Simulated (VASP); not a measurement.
# Li (Im-3m) in VASP: notebook

Li is run at these levels: HSE06; tasks: single point.

All numbers are computed with VASP 6.6.1; they aren't measurements. Logs are shortened: lines on timing, memory, paths and dates and some standing lists are left out, and cuts for length are marked.

### 1 The cell of the first run

It takes space group Im-3m (No. 229, cubic). Conventional cell: a = 3.346 Å, b = 3.346 Å, c = 3.346 Å, α = 90.00°, β = 90.00°, γ = 90.00°. Within 3.8 Å of Li (site symmetry m-3m) lie 14 Li at 2.90 to 3.35 Å.

### 2 Single point, HSE06

Contents of POSCAR:

```
Li
1.0
   -1.6728527811      1.6728527811      1.6728527811
    1.6728527811     -1.6728527811      1.6728527811
    1.6728527811      1.6728527811     -1.6728527811
Li
1
Direct
    0.0000000000      0.0000000000      0.0000000000
```

Contents of INCAR.step1:

```
SYSTEM = Li
ALGO = Normal ; EDIFF = 1E-5
ENCUT = 520 ; GGA = PE
ISIF = 2 ; ISMEAR = -1
LASPH = .True. ; LCHARG = .False.
LREAL = .False. ; LWAVE = .True.
NBANDS = 8 ; NELM = 80
PREC = Accurate ; SIGMA = 0.1
```

Contents of INCAR.step2:

```
SYSTEM = Li
ALGO = Normal ; EDIFF = 1E-7
ENCUT = 520 ; GGA = PE
HFSCREEN = 0.2079 ; ISIF = 2
ISMEAR = -1 ; ISTART = 1
LASPH = .True. ; LCHARG = .False.
LHFCALC = .True. ; LREAL = .False.
LWAVE = .False. ; NBANDS = 8
NELM = 80 ; PREC = Accurate
PRECFOCK = Normal ; SIGMA = 0.1
```

Contents of KPOINTS:

```
k-points
0
Gamma
  6 6 6
  0 0 0
```

Potentials or basis: VASP PAW PBE potentials, release 64 (Li_sv).

Command:

```
$ cat potpaw_PBE.64/Li_sv/POTCAR > POTCAR
$ cp INCAR.step1 INCAR
$ mpirun -np 1 vasp_std > vasp.out
$ cp INCAR.step2 INCAR
$ mpirun -np 1 vasp_std > vasp.out
```

OUTCAR:

```text
SYSTEM = Li
   EDIFF = 1E-7
   ENCUT = 520
   GGA = PE
   HFSCREEN = 0.2079
   ISIF = 2
   ISMEAR = -1
   ISTART = 1
   LASPH = .True.
   LHFCALC = .True.
   LREAL = .False.
   NELM = 80
   PREC = Accurate
   PRECFOCK = Normal

 ion  position               nearest neighbor table
   1  0.000  0.000  0.000-

  LATTYP: Found a body centered cubic cell.
 ALAT       =     3.3457055622

  Lattice vectors:

 A1 = (  -1.6728527811,   1.6728527811,   1.6728527811)
 A2 = (   1.6728527811,  -1.6728527811,   1.6728527811)
 A3 = (   1.6728527811,   1.6728527811,  -1.6728527811)

Analysis of symmetry for initial positions (statically):
=====================================================================
 Subroutine PRICEL returns:
 Original cell was already a primitive cell.

 Routine SETGRP: Setting up the symmetry group for a
 body centered cubic supercell.

 Subroutine GETGRP returns: Found 48 space group operations
 (whereof 48 operations were pure point group operations)
 out of a pool of 48 trial point group operations.

The static configuration has the point symmetry O_h .

Analysis of symmetry for dynamics (positions and initial velocities):
=====================================================================
 Subroutine PRICEL returns:
 Original cell was already a primitive cell.

 Routine SETGRP: Setting up the symmetry group for a
 body centered cubic supercell.

 Subroutine GETGRP returns: Found 48 space group operations
 (whereof 48 operations were pure point group operations)
 out of a pool of 48 trial point group operations.

The dynamic configuration has the point symmetry O_h .

 Subroutine INISYM returns: Found 48 space group operations
 (whereof 48 operations are pure point group operations),
 and found     1 'primitive' translations

----------------------------------------------------------------------------------------

                                     Primitive cell

  volume of cell :      18.7255

  direct lattice vectors                    reciprocal lattice vectors
    -1.672852781  1.672852781  1.672852781     0.000000000  0.298890617  0.298890617
     1.672852781 -1.672852781  1.672852781     0.298890617  0.000000000  0.298890617
     1.672852781  1.672852781 -1.672852781     0.298890617  0.298890617  0.000000000
[... 79 lines left out ...]
   ISIF   =      2    stress and relaxation
   ISYM   =      3    0-nonsym 1-usesym 2-fastsym
   POTIM  = 0.5000    time-step for ionic-motion
   TEBEG  =    0.0;   TEEND  =   0.0 temperature during run
   PSTRESS=    0.0 pullay stress
   NELECT =       3.0000    total number of electrons
   NUPDOWN=      -1.0000    fix difference up-down
   EMIN   =  10.00;   EMAX   =-10.00  energy-range for DOS
   EFERMI =   0.00;   METHOD = LEGACY
   ISMEAR =    -1;   SIGMA  =   0.10  broadening in eV -4-tet -1-fermi 0-gaus
   EFERMI_NEDOS =   21; number of points for ismear=-14 and -15
   IALGO  =     38    algorithm
   IMIX   =      1    mixing-type and parameters
     AMIX     =   0.40;   BMIX     =  1.00
     AMIX_MAG =   1.60;   BMIX_MAG =  1.00
  volume/ion in A,a.u.               =      18.73       126.37
  Fermi-wavevector in a.u.,A,eV,Ry     =   0.889141  1.680234 10.756392  0.790573
  Thomas-Fermi vector in A             =   2.010663
   LORBIT       =      0    0 simple, 1 ext, 2 COOP (PROOUT), +10 PAW based schemes
   GGA     = PE    functional components
   LHFCALC =     T    Hartree Fock is set to
   PRECFOCK=normal    Normal, Fast or Accurate (Low or Medium for compatibility)
   ENCUT4O =  -1.0   cutoff for four orbital integrals eV
   NKREDX  =     1    reduce k-point grid by
   NKREDY  =     1    reduce k-point grid by
   NKREDZ  =     1    reduce k-point grid by
   AEXX    =    0.2500 exact exchange contribution
   HFSCREEN=    0.2079 screening length (either q_TF or 0.3 A-1)
   HFSCREENC=   0.2079 screening length for correlation (either q_TF or 0.3 A-1)
   ENCUTFOCK=  -1.0 apply spherical cutoff to Coloumb kernel
   IVDW    =     0    specifies the selected vdW correction
   LEPSILON=     F    determine dielectric tensor
   LRPA    =     F    only Hartree local field effects (RPA)
 non-spin polarized calculation
  energy-cutoff  :      520.00
  volume of cell :       18.73
 maximum number of plane-waves:       531
 NGX is ok and might be reduce to    24
  NGX = 18; NGY = 18; NGZ = 18

 number of electron       3.0000005 magnetization

 Free energy of the ion-electron system (eV)
  ---------------------------------------------------
  ext. energy  EPLUGINS =         0.00000000
  ---------------------------------------------------
  free energy    TOTEN  =        -1.94017633 eV

  energy without entropy =       -1.90850602  energy(sigma->0) =       -1.92434117

 E-fermi :   0.9030     XC(G=0):  -6.1014

 val. band max:        0.3829737391   @ k =   0.1667   0.1667   0.1667
 cond. band min:       0.9299893712   @ k =   0.3333   0.1667   0.0000
 fundamental gap:      0.5470156321
 Fermi energy:         0.9029868880

 k-point     1 :       0.0000    0.0000    0.0000
  band No.  band energies     occupation
      1     -49.2079      2.00000
      2      -3.6212      2.00000
      3      17.1957      0.00000
      4      17.1957      0.00000
      5      17.1957      0.00000
      6      22.0371      0.00000
      7      22.0371      0.00000
      8      22.0372      0.00000
[... 155 lines left out ...]
 k-point    16 :       0.5000    0.5000    0.5000
  band No.  band energies     occupation
      1     -49.1633      2.00000
      2       7.3018      0.00000
      3       7.3018      0.00000
      4       7.3019      0.00000
      5       9.5590      0.00000
      6       9.5590      0.00000
      7      16.4016      0.00000
      8      32.0666      0.00000

------------------------ aborting loop because EDIFF is reached ----------------------------------------

  FORCE on cell =-STRESS in cart. coord.  units (eV):
  Direction    XX          YY          ZZ          XY          YZ          ZX
  --------------------------------------------------------------------------------------
  -------------------------------------------------------------------------------------
  Total        0.1997862      0.1997862      0.1997862      0.0000000     -0.0000000      0.0000000
  in kB       17.0939718     17.0939718     17.0939718      0.0000000     -0.0000000      0.0000000
  external PRESSURE =      17.0939718 kB  Pullay stress =       0.0000000 kB

 VOLUME and BASIS-vectors are now :
 -----------------------------------------------------------------------------
  energy-cutoff  :      520.00
  volume of cell :       18.73
      direct lattice vectors                 reciprocal lattice vectors
    -1.672852781  1.672852781  1.672852781     0.000000000  0.298890617  0.298890617
     1.672852781 -1.672852781  1.672852781     0.298890617  0.000000000  0.298890617
     1.672852781  1.672852781 -1.672852781     0.298890617  0.298890617  0.000000000

 POSITION                                       TOTAL-FORCE (eV/Angst)
 -----------------------------------------------------------------------------------
      0.00000      0.00000      0.00000         0.000000     -0.000000     -0.000000
 -----------------------------------------------------------------------------------
    total drift:                                0.000000     -0.000000     -0.000000

  FREE ENERGIE OF THE ION-ELECTRON SYSTEM (eV)
  ---------------------------------------------------
  free  energy   TOTEN  =        -1.9401763266 eV

  energy  without entropy=       -1.9085060198  energy(sigma->0) =       -1.92434117
```

OSZICAR.step1:

```text
N       E                     dE             d eps       ncg     rms          rms(c)
DAV:   1    -0.278464862140E+00   -0.27846E+00   -0.74944E+02   256   0.274E+02
DAV:   2    -0.186636986856E+01   -0.15879E+01   -0.15804E+01   368   0.321E+01
DAV:   3    -0.188410602019E+01   -0.17736E-01   -0.17736E-01   288   0.285E+00
DAV:   4    -0.188438543065E+01   -0.27941E-03   -0.27941E-03   352   0.265E-01
DAV:   5    -0.188439068490E+01   -0.52542E-05   -0.52543E-05   320   0.203E-02    0.192E-01
DAV:   6    -0.188334053269E+01    0.10502E-02   -0.36721E-04   392   0.665E-02    0.112E-01
DAV:   7    -0.188297035082E+01    0.37018E-03   -0.83259E-04   384   0.110E-01    0.299E-02
DAV:   8    -0.188296580438E+01    0.45464E-05   -0.57567E-06   280   0.177E-02
   1 F= -.18829658E+01 E0= -.18665818E+01  d E =-.327680E-01
```

It took 42 s on 1 thread of Intel Xeon 6975P-C (Granite Rapids), shared host; peak memory 0.22 GiB.

What came out:

| Item | Value |
| --- | --- |
| Free energy | -1.9402 eV |
| Band gap on the k mesh | zero (an odd number of electrons rules out a gap without spin polarisation) |

Caveat: the k points lie up to 0.44 Å⁻¹ apart, too coarse for converged energies and pressures of a metal; the cutoff is under 1.25 times the usual one of these potentials, so pressure, stress and relaxed cells hold a basis-set (Pulay) error; the PAW data sets were made with another functional, which shifts forces and pressure a little.

### 3 Single point, HSE06

POSCAR is that of step 2.

Contents of INCAR.step1:

```
PREC     = Accurate       # precision mode
ENCUT    = 520            # plane-wave cutoff, eV
EDIFF    = 1E-5           # SCF threshold, eV
ISMEAR   = -1             # smearing method
SIGMA    = 0.1            # smearing width, eV
LREAL    = False          # projectors in reciprocal space
LASPH    = True           # aspherical terms in the spheres
NELM     = 100            # most SCF steps
ALGO     = Normal         # electronic algorithm
ISIF     = 2              # what is computed and relaxed
LWAVE    = True           # write WAVECAR
LCHARG   = False          # write CHGCAR
NBANDS   = 8              # bands
GGA      = PE             # functional
```

Contents of INCAR.step2:

```
PREC     = Accurate       # precision mode
ENCUT    = 520            # plane-wave cutoff, eV
EDIFF    = 1E-7           # SCF threshold, eV
ISMEAR   = -1             # smearing method
SIGMA    = 0.1            # smearing width, eV
LREAL    = False          # projectors in reciprocal space
LASPH    = True           # aspherical terms in the spheres
NELM     = 100            # most SCF steps
ALGO     = Normal         # electronic algorithm
ISIF     = 2              # what is computed and relaxed
LWAVE    = False          # write WAVECAR
LCHARG   = False          # write CHGCAR
GGA      = PE             # functional
LHFCALC  = True           # exact exchange
HFSCREEN = 0.2079         # screening, 1/A
PRECFOCK = Normal       
NBANDS   = 8              # bands
ISTART   = 1
```

Contents of KPOINTS:

```
Automatic mesh
0
Gamma
  6 6 6
```

Potentials or basis: VASP PAW PBE potentials, release 64 (Li_sv).

Command:

```
$ cat potpaw_PBE.64/Li_sv/POTCAR > POTCAR
$ cp INCAR.step1 INCAR
$ mpirun -np 1 vasp_std > vasp.out
$ cp INCAR.step2 INCAR
$ mpirun -np 1 vasp_std > vasp.out
```

Wall time 41 s (1 thread of Intel Xeon 6975P-C (Granite Rapids), shared host); peak memory 0.22 GiB.

The run converged. Its results:

```yaml
Free_energy: -1.9402 eV
Band_gap_on_the_k_mesh: zero (an odd number of electrons rules out a gap without spin polarisation)
```

Levels at points of the mesh, in eV from the Fermi level:
```csv
k point,band 1,band 2,band 3,band 4,band 5
"(0.00, 0.00, 0.00)",-50.11,-4.52,16.29,16.29,16.29
"(0.50, 0.00, 0.00)",-50.08,0.31,3.80,11.69,13.22
"(0.50, 0.50, 0.50)",-50.07,6.40,6.40,6.40,8.66
```

Caveat: the k points lie up to 0.44 Å⁻¹ apart, too coarse for converged energies and pressures of a metal; the cutoff is under 1.25 times the usual one of these potentials, so pressure, stress and relaxed cells hold a basis-set (Pulay) error; the PAW data sets were made with another functional, which shifts forces and pressure a little.

### 4 Single point, HSE06

This run uses another cell than the first one, of 19.34 Å³/atom.

Contents of POSCAR:

```
Li
1.0
   -1.6908418247      1.6908418247      1.6908418247
    1.6908418247     -1.6908418247      1.6908418247
    1.6908418247      1.6908418247     -1.6908418247
Li
1
Direct
    0.0000000000      0.0000000000      0.0000000000
```

Contents of INCAR.step1:

```
SYSTEM = Li
ALGO     = Normal         ! electronic algorithm
EDIFF    = 1E-5           ! SCF threshold, eV
ENCUT    = 520            ! plane-wave cutoff, eV
GGA      = PE             ! functional
ISIF     = 2              ! what is computed and relaxed
ISMEAR   = -1             ! smearing method
LASPH    = .True.         ! aspherical terms in the spheres
LCHARG   = .False.        ! write CHGCAR
LREAL    = .False.        ! projectors in reciprocal space
LWAVE    = .True.         ! write WAVECAR
NBANDS   = 8              ! bands
NELM     = 100            ! most SCF steps
PREC     = Accurate       ! precision mode
SIGMA    = 0.1            ! smearing width, eV
```

Contents of INCAR.step2:

```
SYSTEM = Li
ALGO     = Normal         ! electronic algorithm
EDIFF    = 1E-7           ! SCF threshold, eV
ENCUT    = 520            ! plane-wave cutoff, eV
GGA      = PE             ! functional
HFSCREEN = 0.2079         ! screening, 1/A
ISIF     = 2              ! what is computed and relaxed
ISMEAR   = -1             ! smearing method
ISTART   = 1            
LASPH    = .True.         ! aspherical terms in the spheres
LCHARG   = .False.        ! write CHGCAR
LHFCALC  = .True.         ! exact exchange
LREAL    = .False.        ! projectors in reciprocal space
LWAVE    = .False.        ! write WAVECAR
NBANDS   = 8              ! bands
NELM     = 100            ! most SCF steps
PREC     = Accurate       ! precision mode
PRECFOCK = Normal       
SIGMA    = 0.1            ! smearing width, eV
```

Contents of KPOINTS:

```
k-points
0
Gamma
  6 6 6
  0 0 0
```

Command:

```
$ cat potpaw_PBE.64/Li_sv/POTCAR > POTCAR
$ cp INCAR.step1 INCAR
$ mpirun -np 1 vasp_std > vasp.out
$ cp INCAR.step2 INCAR
$ mpirun -np 1 vasp_std > vasp.out
```

It took 41 s on 1 thread of Intel Xeon 6975P-C (Granite Rapids), shared host; peak memory 0.22 GiB.

It converged, with:

- Free energy: -1.9460 eV
- Band gap on the k mesh: zero (an odd number of electrons rules out a gap without spin polarisation)

Levels at points of the mesh, in eV from the Fermi level:
| k point | band 1 | band 2 | band 3 | band 4 | band 5 | band 6 |
| --- | --- | --- | --- | --- | --- | --- |
| (0.00, 0.00, 0.00) | -50.16 | -4.47 | 15.94 | 15.94 | 15.94 | 20.70 |
| (0.50, 0.00, 0.00) | -50.14 | 0.32 | 3.68 | 11.44 | 12.94 | 14.70 |
| (0.50, 0.50, 0.50) | -50.12 | 6.27 | 6.27 | 6.27 | 8.50 | 8.50 |

Caveat: the k points lie up to 0.44 Å⁻¹ apart, too coarse for converged energies and pressures of a metal; the cutoff is under 1.25 times the usual one of these potentials, so pressure, stress and relaxed cells hold a basis-set (Pulay) error; the PAW data sets were made with another functional, which shifts forces and pressure a little.

### 5 Single point, HSE06

This run uses another cell than the first one, of 19.34 Å³/atom.

POSCAR is that of step 4.

Contents of INCAR.step1:

```
PREC = Accurate
ENCUT = 520
EDIFF = 1E-5
ISMEAR = -1
SIGMA = 0.1
LREAL = False
LASPH = True
NELM = 60
ALGO = Normal
ISIF = 2
LWAVE = True
LCHARG = False
GGA = PE
NBANDS = 8
```

Contents of INCAR.step2:

```
PREC = Accurate
ENCUT = 520
EDIFF = 1E-6
ISMEAR = -1
SIGMA = 0.1
LREAL = False
LASPH = True
NELM = 60
ALGO = Normal
ISIF = 2
LWAVE = False
LCHARG = False
GGA = PE
LHFCALC = True
HFSCREEN = 0.2079
PRECFOCK = Normal
ISTART = 1
NBANDS = 8
```

Contents of KPOINTS:

```
Automatic mesh
0
Gamma
  6 6 6
```

Command:

```
$ cat potpaw_PBE.64/Li_sv/POTCAR > POTCAR
$ cp INCAR.step1 INCAR
$ mpirun -np 1 vasp_std > vasp.out
$ cp INCAR.step2 INCAR
$ mpirun -np 1 vasp_std > vasp.out
```

It took 36 s on 1 thread of Intel Xeon 6975P-C (Granite Rapids), shared host; peak memory 0.22 GiB.

The run converged. Its results:

```yaml
Free_energy: -1.9460 eV
Band_gap_on_the_k_mesh: zero (an odd number of electrons rules out a gap without spin polarisation)
```

Levels at points of the mesh, in eV from the Fermi level:
```tsv
k point	band 1	band 2	band 3	band 4	band 5	band 6
(0.00, 0.00, 0.00)	-50.16	-4.47	15.94	15.94	15.94	20.70
(0.50, 0.00, 0.00)	-50.14	0.32	3.68	11.44	12.95	14.70
(0.50, 0.50, 0.50)	-50.12	6.27	6.27	6.27	8.50	8.50
```

Caveat: the k points lie up to 0.44 Å⁻¹ apart, too coarse for converged energies and pressures of a metal; the cutoff is under 1.25 times the usual one of these potentials, so pressure, stress and relaxed cells hold a basis-set (Pulay) error; the PAW data sets were made with another functional, which shifts forces and pressure a little.

### 6 Single point, HSE06

This run uses another cell than the first one, of 19.95 Å³/atom.

Contents of POSCAR:

```
Li
1.0
   -1.7084560280      1.7084560280      1.7084560280
    1.7084560280     -1.7084560280      1.7084560280
    1.7084560280      1.7084560280     -1.7084560280
Li
1
Direct
    0.0000000000      0.0000000000      0.0000000000
```

Contents of INCAR.step1:

```
SYSTEM = Li
PREC     = Accurate       ! precision mode
ENCUT    = 520            ! plane-wave cutoff, eV
EDIFF    = 1E-5           ! SCF threshold, eV
ISMEAR   = -1             ! smearing method
SIGMA    = 0.1            ! smearing width, eV
LREAL    = .FALSE.        ! projectors in reciprocal space
LASPH    = .TRUE.         ! aspherical terms in the spheres
NELM     = 100            ! most SCF steps
ALGO     = Normal         ! electronic algorithm
ISIF     = 2              ! what is computed and relaxed
LWAVE    = .TRUE.         ! write WAVECAR
LCHARG   = .FALSE.        ! write CHGCAR
GGA      = PE             ! functional
NBANDS   = 8              ! bands
```

Contents of INCAR.step2:

```
SYSTEM = Li
PREC     = Accurate       ! precision mode
ENCUT    = 520            ! plane-wave cutoff, eV
EDIFF    = 1E-7           ! SCF threshold, eV
ISMEAR   = -1             ! smearing method
SIGMA    = 0.1            ! smearing width, eV
LREAL    = .FALSE.        ! projectors in reciprocal space
LASPH    = .TRUE.         ! aspherical terms in the spheres
NELM     = 100            ! most SCF steps
ALGO     = Normal         ! electronic algorithm
ISIF     = 2              ! what is computed and relaxed
LWAVE    = .FALSE.        ! write WAVECAR
LCHARG   = .FALSE.        ! write CHGCAR
GGA      = PE             ! functional
LHFCALC  = .TRUE.         ! exact exchange
HFSCREEN = 0.2079         ! screening, 1/A
PRECFOCK = Normal       
ISTART   = 1            
NBANDS   = 8              ! bands
```

Contents of KPOINTS:

```
regular mesh
0
G
  6 6 6
  0 0 0
```

Potentials or basis: VASP PAW PBE potentials, release 64 (Li_sv).

Command:

```
$ cat potpaw_PBE.64/Li_sv/POTCAR > POTCAR
$ cp INCAR.step1 INCAR
$ mpirun -np 1 vasp_std > vasp.out
$ cp INCAR.step2 INCAR
$ mpirun -np 1 vasp_std > vasp.out
```

Wall time 41 s (1 thread of Intel Xeon 6975P-C (Granite Rapids), shared host); peak memory 0.22 GiB.

It converged, with:

```
Free energy            : -1.9498 eV
Band gap on the k mesh : zero (an odd number of electrons rules out a gap without spin polarisation)
```

Levels at points of the mesh, in eV from the Fermi level:
```tsv
k point	band 1	band 2	band 3	band 4	band 5
(0.00, 0.00, 0.00)	-50.21	-4.42	15.60	15.60	15.60
(0.50, 0.00, 0.00)	-50.19	0.32	3.57	11.21	12.68
(0.50, 0.50, 0.50)	-50.18	6.15	6.15	6.15	8.35
```

Caveat: the k points lie up to 0.43 Å⁻¹ apart, too coarse for converged energies and pressures of a metal; the cutoff is under 1.25 times the usual one of these potentials, so pressure, stress and relaxed cells hold a basis-set (Pulay) error; the PAW data sets were made with another functional, which shifts forces and pressure a little.

### 7 The runs side by side

| cell | gap on the mesh (eV) |
| --- | --- |
| a = 2.897 Å, angles 109.5°, 1 atom | none |
| a = 2.929 Å, angles 109.5°, 1 atom | none |
| a = 2.959 Å, angles 109.5°, 1 atom | none |

Alike in all rows: task single point; level HSE06; potentials or basis VASP PAW PBE potentials, release 64 (Li_sv); no spin polarisation; k mesh 6 × 6 × 6; cutoff (eV) 520; smearing fermi-dirac 0.1 eV.

Caveats: all runs use coarse meshes; the cutoff is under 1.25 times the usual one of these potentials, so pressure, stress and relaxed cells hold a basis-set (Pulay) error; the PAW data sets were made with another functional, which shifts forces and pressure a little.

Total energies depend on the potentials used, so only differences within one code and one set of settings carry meaning.
